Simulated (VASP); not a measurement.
# AlCo (Pm-3m) in VASP: settings compared

The runs below take AlCo through relaxation of cell and atoms, with PBE, revPBE+D3(BJ), RPBE.

Everything below comes from runs of VASP 6.6.1. Logs are shortened: lines on timing, memory, paths and dates and some standing lists are left out, and cuts for length are marked.

### Step 1. The cell of the first run

The structure is cubic, space group Pm-3m (No. 221). Conventional cell: a = 2.819 Å, b = 2.819 Å, c = 2.819 Å, α = 90.00°, β = 90.00°, γ = 90.00°. Within 3.2 Å of Al (site symmetry m-3m) lie 8 Co at 2.44 Å and 6 Al at 2.82 Å. Within 3.2 Å of Co (site symmetry m-3m) lie 8 Al at 2.44 Å and 6 Co at 2.82 Å.

### Step 2. Relaxation of cell and atoms, PBE, collinear spin, ferromagnetic start

INCAR reads:

```
  ALGO = Normal
  EDIFF = 1E-6
  EDIFFG = -0.03
  ENCUT = 600
  GGA = PE
  IBRION = 2
  ISIF = 3
  ISMEAR = -1
  ISPIN = 2
  LASPH = True
  LCHARG = False
  LMAXMIX = 4
  LORBIT = 11
  LREAL = False
  LWAVE = False
  MAGMOM = 0 2.5
  NELM = 150
  NSW = 100
  PREC = Accurate
  SIGMA = 0.1
```

KPOINTS reads:

```
k-points
0
Gamma
  12 12 12
```

POSCAR reads:

```
AlCo
1.0
    2.8194030000      0.0000000000      0.0000000000
    0.0000000000      2.8194030000      0.0000000000
    0.0000000000      0.0000000000      2.8194030000
Al Co
1 1
Direct
    0.0000000000      0.0000000000      0.0000000000
    0.5000000000      0.5000000000      0.5000000000
```

Potentials or basis: VASP PAW PBE potentials, release 64 (Al, Co).

Launch:

```sh
> cat potpaw_PBE.64/Al/POTCAR potpaw_PBE.64/Co/POTCAR > POTCAR
> mpirun -np 1 vasp_std > vasp.out
```

OUTCAR:

```text
EDIFF = 1E-6
   EDIFFG = -0.03
   ENCUT = 600
   GGA = PE
   IBRION = 2
   ISIF = 3
   ISMEAR = -1
   ISPIN = 2
   LASPH = True
   LORBIT = 11
   LREAL = False
   NELM = 150
   NSW = 100
   PREC = Accurate

 ion  position               nearest neighbor table
   1  0.000  0.000  0.000-   2 2.44   2 2.44   2 2.44   2 2.44   2 2.44   2 2.44   2 2.44   2 2.44

   2  0.500  0.500  0.500-   1 2.44   1 2.44   1 2.44   1 2.44   1 2.44   1 2.44   1 2.44   1 2.44

  LATTYP: Found a simple cubic cell.
 ALAT       =     2.8194030000

  Lattice vectors:

 A1 = (   2.8194030000,   0.0000000000,   0.0000000000)
 A2 = (   0.0000000000,   2.8194030000,   0.0000000000)
 A3 = (   0.0000000000,   0.0000000000,   2.8194030000)

Analysis of symmetry for initial positions (statically):
=====================================================================
 Subroutine PRICEL returns:
 Original cell was already a primitive cell.

 Routine SETGRP: Setting up the symmetry group for a
 simple cubic supercell.

 Subroutine GETGRP returns: Found 48 space group operations
 (whereof 48 operations were pure point group operations)
 out of a pool of 48 trial point group operations.

The static configuration has the point symmetry O_h .

Analysis of symmetry for dynamics (positions and initial velocities):
=====================================================================
 Subroutine PRICEL returns:
 Original cell was already a primitive cell.

 Routine SETGRP: Setting up the symmetry group for a
 simple cubic supercell.

 Subroutine GETGRP returns: Found 48 space group operations
 (whereof 48 operations were pure point group operations)
 out of a pool of 48 trial point group operations.

The dynamic configuration has the point symmetry O_h .

Analysis of structural, dynamic, and magnetic symmetry:
=====================================================================
 Subroutine PRICEL returns:
 Original cell was already a primitive cell.

 Routine SETGRP: Setting up the symmetry group for a
 simple cubic supercell.

 Subroutine GETGRP returns: Found 48 space group operations
 (whereof 48 operations were pure point group operations)
 out of a pool of 48 trial point group operations.

The overall configuration has the point symmetry O_h .

 Subroutine INISYM returns: Found 48 space group operations
 (whereof 48 operations are pure point group operations),
 and found     1 'primitive' translations

----------------------------------------------------------------------------------------

                                     Primitive cell

  volume of cell :      22.4115

  direct lattice vectors                    reciprocal lattice vectors
     2.819403000  0.000000000  0.000000000     0.354685017  0.000000000  0.000000000
     0.000000000  2.819403000  0.000000000     0.000000000  0.354685017  0.000000000
     0.000000000  0.000000000  2.819403000     0.000000000  0.000000000  0.354685017

  length of vectors
     2.819403000  2.819403000  2.819403000     0.354685017  0.354685017  0.354685017

  position of ions in fractional coordinates (direct lattice)
     0.000000000  0.000000000  0.000000000
     0.500000000  0.500000000  0.500000000

  ion indices of the primitive-cell ions
   primitive index   ion index
                 1           1
                 2           2

----------------------------------------------------------------------------------------

 KPOINTS: k-points

Automatic generation of k-mesh.
 Grid dimensions read from file:
 generate k-points for:   12   12   12

 Generating k-lattice:

  Cartesian coordinates                     Fractional coordinates (reciprocal lattice)
     0.029557085  0.000000000  0.000000000     0.083333333  0.000000000  0.000000000
     0.000000000  0.029557085  0.000000000     0.000000000  0.083333333  0.000000000
     0.000000000  0.000000000  0.029557085     0.000000000  0.000000000  0.083333333

  Length of vectors
     0.029557085  0.029557085  0.029557085

  Shift w.r.t. Gamma in fractional coordinates (k-lattice)
     0.000000000  0.000000000  0.000000000

 Subroutine IBZKPT returns following result:
 ===========================================

 Found     84 irreducible k-points:

 Following reciprocal coordinates:
            Coordinates               Weight
  0.000000  0.000000  0.000000      1.000000
  0.083333  0.000000  0.000000      6.000000
  0.166667  0.000000  0.000000      6.000000
  0.250000  0.000000  0.000000      6.000000
  0.333333  0.000000  0.000000      6.000000
  0.416667  0.000000  0.000000      6.000000
[... 16 lines left out ...]
  0.333333  0.333333  0.000000     12.000000
  0.416667  0.333333  0.000000     24.000000
 [... further k-points ...]
   k-points           NKPTS =     84   k-points in BZ     NKDIM =     84   number of bands    NBANDS=     11
   number of dos      NEDOS =    301   number of ions     NIONS =      2
   total plane-waves  NPLWV =  13824
   dimension x,y,z NGX =    24 NGY =   24 NGZ =   24
   dimension x,y,z NGXF=    48 NGYF=   48 NGZF=   48
   ions per type =               1   1
   NGX,Y,Z   is equivalent  to a cutoff of  14.15, 14.15, 14.15 a.u.
   NGXF,Y,Z  is equivalent  to a cutoff of  28.30, 28.30, 28.30 a.u.
 SYSTEM =  unknown system
   PREC   = accura    normal or accurate (medium, high low for compatibility)
   ISTART =      0    job   : 0-new  1-cont  2-samecut
   ICHARG =      2    charge: 1-file 2-atom 10-const
   ISPIN  =      2    spin polarized calculation?
   LNONCOLLINEAR =      F non collinear calculations
   LSORBIT =      F    spin-orbit coupling
   LASPH  =      T    aspherical Exc in radial PAW
   ENCUT  =  600.0 eV  44.10 Ry    6.64 a.u.   5.63  5.63  5.63*2*pi/ulx,y,z
   NELM   =    150;   NELMIN=  2; NELMDL= -5     # of ELM steps
   EDIFF  = 0.1E-05   stopping-criterion for ELM
   LREAL  =      F    real-space projection
   EDIFFG = -.3E-01   stopping-criterion for IOM
   NSW    =    100    number of steps for IOM
   IBRION =      2    ionic relax: 0-MD 1-quasi-New 2-CG
   NFREE  =      1    steps in history (QN), initial steepest desc. (CG)
   ISIF   =      3    stress and relaxation
   ISYM   =      2    0-nonsym 1-usesym 2-fastsym
   POTIM  = 0.5000    time-step for ionic-motion
   TEBEG  =    0.0;   TEEND  =   0.0 temperature during run
   PSTRESS=    0.0 pullay stress
   NELECT =      12.0000    total number of electrons
   NUPDOWN=      -1.0000    fix difference up-down
   EMIN   =  10.00;   EMAX   =-10.00  energy-range for DOS
   EFERMI =   0.00;   METHOD = LEGACY
   ISMEAR =    -1;   SIGMA  =   0.10  broadening in eV -4-tet -1-fermi 0-gaus
   EFERMI_NEDOS =   21; number of points for ismear=-14 and -15
   IALGO  =     38    algorithm
   IMIX   =      4    mixing-type and parameters
     AMIX     =   0.40;   BMIX     =  1.00
     AMIX_MAG =   1.60;   BMIX_MAG =  1.00
  volume/ion in A,a.u.               =      11.21        75.62
  Fermi-wavevector in a.u.,A,eV,Ry     =   1.329367  2.512139 24.044427  1.767215
  Thomas-Fermi vector in A             =   2.458534
   LORBIT       =     11    0 simple, 1 ext, 2 COOP (PROOUT), +10 PAW based schemes
   GGA     = PE    functional components
   LHFCALC =     F    Hartree Fock is set to
   AEXX    =    0.0000 exact exchange contribution
   IVDW    =     0    specifies the selected vdW correction
   LEPSILON=     F    determine dielectric tensor
   LRPA    =     F    only Hartree local field effects (RPA)
 conjugate gradient relaxation of ions
 spin polarized calculation
  energy-cutoff  :      600.00
  volume of cell :       22.41
 maximum number of plane-waves:       768
 NGX is ok and might be reduce to    24
   NGX = 11   NGY = 11   NGZ = 11

--------------------------------------- Ionic step        1  -------------------------------------------

 number of electron      11.9999996 magnetization       0.0005130

 Free energy of the ion-electron system (eV)
  ---------------------------------------------------
  ext. energy  EPLUGINS =         0.00000000
  ---------------------------------------------------
  free energy    TOTEN  =       -11.98654780 eV

  energy without entropy =      -11.95854285  energy(sigma->0) =      -11.97254533

------------------------ aborting loop because EDIFF is reached ----------------------------------------

  FORCE on cell =-STRESS in cart. coord.  units (eV):
  Direction    XX          YY          ZZ          XY          YZ          ZX
  --------------------------------------------------------------------------------------
  -------------------------------------------------------------------------------------
  Total        0.9405620      0.9405620      0.9405620      0.0000000     -0.0000000      0.0000000
  in kB       67.2398205     67.2398205     67.2398205      0.0000000     -0.0000000      0.0000000
  external PRESSURE =      67.2398205 kB  Pullay stress =       0.0000000 kB
[... 59 lines left out ...]
--------------------------------------- Ionic step        3  -------------------------------------------

 number of electron      11.9999996 magnetization      -0.0000089

 number of electron      11.9999996 magnetization       0.0000073

 Free energy of the ion-electron system (eV)
  ---------------------------------------------------
  ext. energy  EPLUGINS =         0.00000000
  ---------------------------------------------------
  free energy    TOTEN  =       -12.00253253 eV

  energy without entropy =      -11.97269999  energy(sigma->0) =      -11.98761626

 E-fermi :  10.5000     XC(G=0): -12.2535

 val. band max:       10.4341997207   @ k =   0.5000   0.4167   0.0833
 cond. band min:      10.5328765115   @ k =   0.4167   0.4167   0.0000
 fundamental gap:      0.0986767908
 Fermi energy:        10.4999809474

 spin component 1

 k-point     1 :       0.0000    0.0000    0.0000
  band No.  band energies     occupation
      1      -0.5156      1.00000
      2       7.5949      1.00000
      3       7.5949      1.00000
      4       9.7030      0.99965
      5       9.7030      0.99965
      6       9.7030      0.99965
      7      16.4958      0.00000
      8      16.4958      0.00000
      9      16.4958      0.00000
     10      19.2672      0.00000
     11      19.2672      0.00000
[... 309 lines left out ...]
 k-point    24 :       0.4167    0.3333    0.0000
  band No.  band energies     occupation
      1       4.1998      1.00000
      2       6.4058      1.00000
      3       7.9629      1.00000
      4       8.5676      1.00000
      5       9.0329      1.00000
      6       9.2075      1.00000
      7      10.7477      0.07749
      8      13.8871      0.00000
      9      15.8508      0.00000
     10      22.1731      0.00000
     11      23.7731      0.00000

 [... further k-points ...]

 spin component 2

 k-point     1 :       0.0000    0.0000    0.0000
  band No.  band energies     occupation
      1      -0.5156      1.00000
      2       7.5949      1.00000
      3       7.5949      1.00000
      4       9.7030      0.99965
      5       9.7030      0.99965
      6       9.7030      0.99965
      7      16.4958      0.00000
      8      16.4958      0.00000
      9      16.4958      0.00000
     10      19.2672      0.00000
     11      19.2672      0.00000
[... 351 lines left out ...]
  FREE ENERGIE OF THE ION-ELECTRON SYSTEM (eV)
  ---------------------------------------------------
  free  energy   TOTEN  =       -12.0025325278 eV

  energy  without entropy=      -11.9726999921  energy(sigma->0) =      -11.98761626

 reached required accuracy - stopping structural energy minimisation

 total charge

# of ion       s       p       d       tot
------------------------------------------
    1        0.394   0.427   0.000   0.821
    2        0.434   0.505   7.506   8.445
--------------------------------------------------
tot          0.828   0.932   7.506   9.266

 magnetization (x)

# of ion       s       p       d       tot
------------------------------------------
    1       -0.000  -0.000   0.000  -0.000
    2        0.000   0.000   0.000   0.000
--------------------------------------------------
tot         -0.000  -0.000   0.000   0.000
```

It took 2.4 min on 1 thread of Intel Xeon 8259CL, shared host; peak memory 0.19 GiB.

Results:

```yaml
Free_energy: -12.0025 eV
Relaxed_volume: 11.60 Å³/atom
Relaxed_cell: a = 2.852 Å, b = 2.852 Å, c = 2.852 Å, α = 90.00°, β = 90.00°, γ = 90.00°
Space_group_after_relaxing_to_0.1_Å: Pm-3m (No. 221)
Energy_gained_by_relaxing: 8.0 meV/atom
Ionic_steps: 3
Pressure_after_relaxing: 0.0 GPa
Band_gap_on_the_k_mesh: zero (filled and empty bands overlap)
Net_moment: 0.00 μB per cell
Valence_electrons_inside_the_program's_atomic_spheres: Al 0.82; Co 8.45
```

Step by step:
```tsv
step	energy change (eV)	largest force (eV/Å)	pressure (GPa)	volume (Å³)
1	0.0000	0.0000	6.72	22.41
2	-0.0027	0.0000	-5.36	23.97
3	-0.0160	0.0000	0.04	23.20
```

Final structure:
```yaml
crystal:
  lattice:
    - [2.85226, 0.00000, 0.00000]
    - [0.00000, 2.85226, 0.00000]
    - [0.00000, 0.00000, 2.85226]
  atoms:
    - { symbol: Al, position: [0.00000, 0.00000, 0.00000] }
    - { symbol: Co, position: [0.50000, 0.50000, 0.50000] }
```

Levels at points of the mesh, in eV from the Fermi level:
Spin up:
```csv
k point,band 3,band 4,band 5,band 6,band 7,band 8,band 9,band 10
"(0.00, 0.00, 0.00)",-2.91,-0.80,-0.80,-0.80,6.00,6.00,6.00,8.77
"(0.50, 0.00, 0.00)",-2.32,-1.67,-1.67,-0.69,0.22,8.44,10.64,10.64
"(0.50, 0.50, 0.00)",-2.63,-2.63,-1.46,-1.46,-0.20,2.46,3.48,12.76
"(0.50, 0.50, 0.50)",-3.88,-0.16,-0.16,2.43,2.43,2.43,4.13,5.35
```
Spin down:
| k point | band 4 | band 5 | band 6 | band 7 | band 8 | band 9 |
| --- | --- | --- | --- | --- | --- | --- |
| (0.00, 0.00, 0.00) | -0.80 | -0.80 | -0.80 | 6.00 | 6.00 | 6.00 |
| (0.50, 0.00, 0.00) | -1.67 | -1.67 | -0.69 | 0.22 | 8.44 | 10.64 |
| (0.50, 0.50, 0.00) | -2.63 | -1.46 | -1.46 | -0.20 | 2.46 | 3.48 |
| (0.50, 0.50, 0.50) | -0.16 | -0.16 | 2.43 | 2.43 | 2.43 | 4.13 |

[end of part 1 of 2]
